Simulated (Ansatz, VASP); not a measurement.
**C: VASP beside Ansatz**

File POSCAR:

```
C
1.0
    3.5602834153      0.0000000000      0.0000000000
    0.0000000000     -3.5602834153      0.0000000000
    0.0000000000      0.0000000000     -3.5602834153
C
8
Direct
    0.5000000000      0.0000000000     -0.0175547822
    0.0000000000      0.5000000000      0.0000000000
    0.0000000000      0.0000000000      0.5000000000
    0.5000000000      0.5000000000      0.5000000000
    0.7500000000      0.7500000000      0.7500000000
    0.2500000000      0.2500000000      0.7500000000
    0.2500000000      0.7500000000      0.2500000000
    0.7500000000      0.2500000000      0.2500000000
```

File INCAR.step1:

```
SYSTEM = C
PREC = Accurate
ENCUT = 910
ISMEAR = 0
SIGMA = 0.05
LREAL = .False.
LASPH = .True.
NELM = 120
NBANDS = 26
GGA = PE
ALGO = Normal
EDIFF = 1E-5
LWAVE = .True.
LCHARG = .False.
GGA_COMPAT = .False.
```

The input INCAR.step2:

```
SYSTEM = C
PREC = Accurate
ENCUT = 910
EDIFF = 1E-6
ISMEAR = 0
SIGMA = 0.05
LREAL = .False.
LASPH = .True.
NELM = 120
ALGO = Normal
ISIF = 2
LWAVE = .False.
LCHARG = .False.
METAGGA = R2SCAN
LMIXTAU = .True.
NBANDS = 26
ISTART = 1
GGA_COMPAT = .False.
```

KPOINTS

```
regular mesh
0
Gamma
  6 6 6
  0 0 0
```

Input for Ansatz:

```yaml
crystal:
  lattice:
    - [3.5602834153, 0.0, 0.0]
    - [0.0, -3.5602834153, 0.0]
    - [0.0, 0.0, -3.5602834153]
  atoms:
    - { symbol: C, position: [0.5, 0.0, -0.0175547822] }
    - { symbol: C, position: [0.0, 0.5, 0.0] }
    - { symbol: C, position: [0.0, 0.0, 0.5] }
    - { symbol: C, position: [0.5, 0.5, 0.5] }
    - { symbol: C, position: [0.75, 0.75, 0.75] }
    - { symbol: C, position: [0.25, 0.25, 0.75] }
    - { symbol: C, position: [0.25, 0.75, 0.25] }
    - { symbol: C, position: [0.75, 0.25, 0.25] }
basis:
  ecutwfc: 500
kpoints:
  mp_grid: { grid: [6, 6, 6] }
hamiltonian:
  xc: r2scan
scf:
  occupations: { method: gaussian, width: 0.05 }
output:
  forces: true
  stress: true
  eigenvalues: true
```

Alike in both runs: task single point; functional r2SCAN; k mesh 6 × 6 × 6; occupations gaussian, width 0.05 eV; no spin polarisation.

|  | VASP | Ansatz |
| --- | --- | --- |
| version | VASP 6.6.1 | Ansatz 0.2.0 |
| potentials or method | VASP PAW PBE potentials, release 64 (C_h), cutoff 910 eV | scalar-relativistic, plane waves, PAW |
| valence electrons in the cell | 32 | 32 |

|  | VASP | Ansatz | Ansatz less VASP |
| --- | --- | --- | --- |
| gap on the k mesh at the Fermi level (eV) | 4.11 | 4.11 | -0.002 |
| least direct gap on the mesh (eV) | 4.47 | 4.46 | -0.003 |
| rms of the force components (eV/Å) | 0.660 | 0.661 | +0.0011 |

VASP's potentials were made for PBE, not for r2SCAN. Atom by atom the forces differ by 0.001 eV/Å (rms over components).

Noted on VASP's run: the cutoff is under 1.25 times that of the potentials, so the pressure is a little rough.
